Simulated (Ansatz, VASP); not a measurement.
**KSrCeSbO6: VASP beside Ansatz**

The input INCAR:

```
SYSTEM = KSrCeSbO6
  PREC = Accurate
  ENCUT = 600
  EDIFF = 1E-6
  ISMEAR = 0
  SIGMA = 0.02
  LREAL = .FALSE.
  LASPH = .TRUE.
  NELM = 60
  ALGO = Normal
  ISIF = 3
  LWAVE = .FALSE.
  LCHARG = .FALSE.
  GGA = PE
  IBRION = 2
  NSW = 100
  EDIFFG = -0.005
```

File KPOINTS:

```
regular mesh
0
G
  6 6 6
  0 0 0
```

File POSCAR:

```
KSrCeSbO6
1.0
    0.0000000000      4.2462246900      4.2462246900
    4.2462246900      0.0000000000      4.2462246900
    4.2462246900      4.2462246900      0.0000000000
Ce K O Sb Sr
1 1 6 1 1
Direct
    0.0000000000      0.0000000000      0.0000000000
    0.2500000000      0.2500000000      0.2500000000
    0.7374068500      0.2625931500      0.2625931500
    0.2625931500      0.7374068500      0.7374068500
    0.2625931500      0.7374068500      0.2625931500
    0.7374068500      0.2625931500      0.7374068500
    0.2625931500      0.2625931500      0.7374068500
    0.7374068500      0.7374068500      0.2625931500
    0.5000000000      0.5000000000      0.5000000000
    0.7500000000      0.7500000000      0.7500000000
```

Input for Ansatz:

```yaml
crystal:
  lattice:
    - [0.0, 4.24622469, 4.24622469]
    - [4.24622469, 0.0, 4.24622469]
    - [4.24622469, 4.24622469, 0.0]
  atoms:
    - { symbol: Ce, position: [0.0, 0.0, 0.0] }
    - { symbol: K, position: [0.25, 0.25, 0.25] }
    - { symbol: O, position: [0.73740685, 0.26259315, 0.26259315] }
    - { symbol: O, position: [0.26259315, 0.73740685, 0.73740685] }
    - { symbol: O, position: [0.26259315, 0.73740685, 0.26259315] }
    - { symbol: O, position: [0.73740685, 0.26259315, 0.73740685] }
    - { symbol: O, position: [0.26259315, 0.26259315, 0.73740685] }
    - { symbol: O, position: [0.73740685, 0.73740685, 0.26259315] }
    - { symbol: Sb, position: [0.5, 0.5, 0.5] }
    - { symbol: Sr, position: [0.75, 0.75, 0.75] }
basis:
  ecutwfc: 420
kpoints:
  mp_grid: { grid: [6, 6, 6] }
hamiltonian:
  xc: pbe
scf:
  occupations: { method: gaussian, width: 0.02 }
output:
  forces: true
  stress: true
  eigenvalues: true
relax:
  adjacent_minimum: "off"
  f_tol: 0.005
  max_steps: 80
  cell: { stress_tol: 0.05 }
```

Alike in both runs: task relaxation of cell and atoms; functional PBE; k mesh 6 × 6 × 6; occupations gaussian, width 0.02 eV; no spin polarisation.

|  | VASP | Ansatz |
| --- | --- | --- |
| version | VASP 6.6.1 | Ansatz 0.2.0 |
| potentials or method | VASP PAW PBE potentials, release 64 (Ce, K_sv, O, Sb, Sr_sv), cutoff 600 eV | scalar-relativistic, plane waves, PAW |
| valence electrons in the cell | 72 | 82 |

Ansatz gave:

| Quantity | Value |
| --- | --- |
| gap on the k mesh at the Fermi level, each at its own relaxed structure (eV) | 1.95 |
| relaxed volume (Å³/atom) | 15.17 |
| relaxed length of the cell vector where the two differ most in proportion (Å) | 5.986 |

Estimate VASP's values.

gap on the k mesh at the Fermi level, each at its own relaxed structure (eV): 1.90; relaxed volume (Å³/atom): 15.15; relaxed length of the cell vector where the two differ most in proportion (Å): 5.984.

VASP's potentials hold 72 valence electrons a cell and Ansatz's 82, so a difference there can come from the potentials and not from the codes.

Neither program's run includes spin-orbit coupling.
